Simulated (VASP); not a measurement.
Crystal: TaF3.

```
Ta F
1.0
     3.90120    0.00000    0.00000
     0.00000    3.90120    0.00000
     0.00000    0.00000    3.90120
Ta F
1 3
Direct
  0.00000 0.00000 0.00000
  0.00000 0.00000 0.50000
  0.00000 0.50000 0.00000
  0.50000 0.00000 0.00000
```

* Program: VASP 6.6.1
* Task: relaxation of cell and atoms
* Functional: PBE
* Potentials or basis: VASP PAW PBE potentials, release 64 (Ta_pv, F)
* Cutoff: 600 eV
* k mesh: 7 × 7 × 7
* Occupations: fermi-dirac, width 0.05 eV
* Spin: no spin polarisation
* Hubbard terms: Ta d U = 6.0 eV

At the start: pressure 33.7 GPa; volume 14.84 Å³/atom.

Problem. Where does the relaxation end?

Solution. Over 4 steps the energy falls by 311.9 meV/atom and the volume is 18.45 Å³/atom (+24.3 %); space group Pm-3m (No. 221, to 0.05 Å).

Step by step:
```tsv
step	energy change (eV)	largest force (eV/Å)	pressure (GPa)	volume (Å³)
1	0.0000	0.0000	33.72	59.37
2	-0.4194	0.0000	-13.66	90.46
3	-1.2470	0.0000	-0.48	74.13
4	-1.2475	0.0000	-0.07	73.82
```

Final structure:
```xyz
4
Lattice="4.1949 0.0000 0.0000 0.0000 4.1949 0.0000 0.0000 0.0000 4.1949" Properties=species:S:1:pos:R:3 pbc="T T T"
Ta    0.0000    0.0000    0.0000
F     0.0000    0.0000    2.0974
F     0.0000    2.0974    0.0000
F     2.0974    0.0000    0.0000
```

Caveat: the electronic state changed during the relaxation; the volume moved by over 15 % at a fixed basis, so the end points are rough; the volume moved by +24 % from the deposited cell, more than functionals usually miss; U without spin polarisation on a metal has little footing.
